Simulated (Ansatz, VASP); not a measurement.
# B: VASP beside Ansatz

```
B
1.0
    -2.24339    2.24339    0.79752
     2.24339   -2.24339    0.79752
     2.24339    2.24339   -0.79752
B
2
Direct
  0.00000 0.00000 0.00000
  0.75000 0.25000 0.50000
```

Alike in both runs: functional PBE; k mesh 10 × 10 × 10; occupations gaussian, width 0.1 eV; no spin polarisation.

Ansatz relaxed the structure, and its values are those at the end. VASP's run is a single point on that final structure, the one shown.

```csv
,VASP,Ansatz
version,VASP 6.6.1,Ansatz 0.2.0
potentials or method,"VASP PAW PBE potentials, release 64 (B), cutoff 520 eV","scalar-relativistic, plane waves, PAW"
valence electrons in the cell,6,6
```

|  | VASP | Ansatz | Ansatz less VASP |
| --- | --- | --- | --- |
| gap on the k mesh at the Fermi level (eV) | none | none | - |
| pressure (GPa) | 0.1 | 0.1 | +0.08 |

A gap of «none» marks a metal or a gap that the smearing closes.

The k mesh is coarse, so the values compare programs but aren't converged.
